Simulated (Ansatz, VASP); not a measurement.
## Two plane-wave programs on CsCl

Contents of INCAR:

```
SYSTEM = CsCl
PREC = Accurate
ENCUT = 500
EDIFF = 1E-6
ISMEAR = 0
SIGMA = 0.01
LREAL = .FALSE.
LASPH = .TRUE.
NELM = 120
ALGO = Normal
ISIF = 2
LWAVE = .FALSE.
LCHARG = .FALSE.
GGA = PS
NBANDS = 15
GGA_COMPAT = .FALSE.
```

File KPOINTS:

```
regular mesh
0
G
  4 4 4
  0 0 0
```

File POSCAR:

```
CsCl
1.0
    4.1406758997      0.0000000000      0.0000000000
    0.0000000000      4.1406758997      0.0000000000
    0.0000000000      0.0000000000      4.1406758997
Cs Cl
1 1
Direct
    0.0000000000      0.0000000000      0.0000000000
    0.5000000000      0.5000000000      0.5000000000
```

Input for Ansatz:

```yaml
crystal:
  lattice:
    - [4.1406758997, 0.0, 0.0]
    - [0.0, 4.1406758997, 0.0]
    - [0.0, 0.0, 4.1406758997]
  atoms:
    - { symbol: Cs, position: [0.0, 0.0, 0.0] }
    - { symbol: Cl, position: [0.5, 0.5, 0.5] }
kpoints:
  mp_grid: { grid: [4, 4, 4] }
hamiltonian:
  xc: pbesol
scf:
  occupations: { method: fixed }
output:
  optics:
    e_range: [0, 15]
    de: 0.1
    sigma: 0.4
    scissors: 0.6
    scheme: gaussian
    bands: { spectra_wanted_up_to: 15 }
  write_density: true
  write_potential: true
  elf: true
  volumetric_format: npy
```

Alike in both runs: task single point; functional PBEsol; k mesh 4 × 4 × 4; no spin polarisation.

|  | VASP | Ansatz |
| --- | --- | --- |
| version | VASP 6.6.1 | Ansatz 0.2.0 |
| potentials or method | VASP PAW PBE potentials, release 64 (Cs_sv, Cl) | plane waves, PAW |
| plane-wave cutoff (eV) | 500 | 420 |
| occupations | gaussian, width 0.01 eV | fixed |
| valence electrons in the cell | 16 | 16 |

```csv
,VASP,Ansatz,Ansatz less VASP
gap on the k mesh at the Fermi level (eV),4.99,5.00,+0.011
```

VASP's potentials were made for PBE, not for PBEsol.

Neither program's run includes spin-orbit coupling.
